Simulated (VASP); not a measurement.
Wanted: the native input for a VASP 6.6.1 run.

* Task: single point
* Functional: PBE
* Potentials or basis: VASP PAW PBE potentials, release 64 (Cu)
* Cutoff: 520 eV
* k mesh: 20 × 20 × 20
* Occupations: gaussian, width 0.1 eV
* Spin: no spin polarisation
* Dipole correction: no
* Further INCAR settings: ALGO = Normal; EDIFF = 1e-06; NBANDS = 12

The structure of Cu lies in POSCAR:

```
Cu
1.0
    0.0000000000      1.8148741505      1.8148741505
    1.8148741505      0.0000000000      1.8148741505
    1.8148741505      1.8148741505      0.0000000000
Cu
1
Direct
    0.0000000000      0.0000000000      0.0000000000
```

The input as run:

INCAR

```
SYSTEM = Cu
ALGO = Normal
EDIFF = 1E-6
ENCUT = 520
GGA = PE
ISIF = 2
ISMEAR = 0
LASPH = .TRUE.
LCHARG = .FALSE.
LREAL = .FALSE.
LWAVE = .FALSE.
NBANDS = 12
NELM = 80
PREC = Accurate
SIGMA = 0.1
```

KPOINTS

```
k-points
0
G
  20 20 20
  0 0 0
```

Potentials or basis: VASP PAW PBE potentials, release 64 (Cu).

The run is started by

```sh
$ cat potpaw_PBE.64/Cu/POTCAR > POTCAR
$ mpirun -np 1 vasp_std > vasp.out
```

Results of the run:

```yaml
Pressure: 0.6 GPa
```

Wall time 47 s on 1 thread of Intel Xeon 8259CL, with other jobs on the host, peak memory 0.15 GiB.
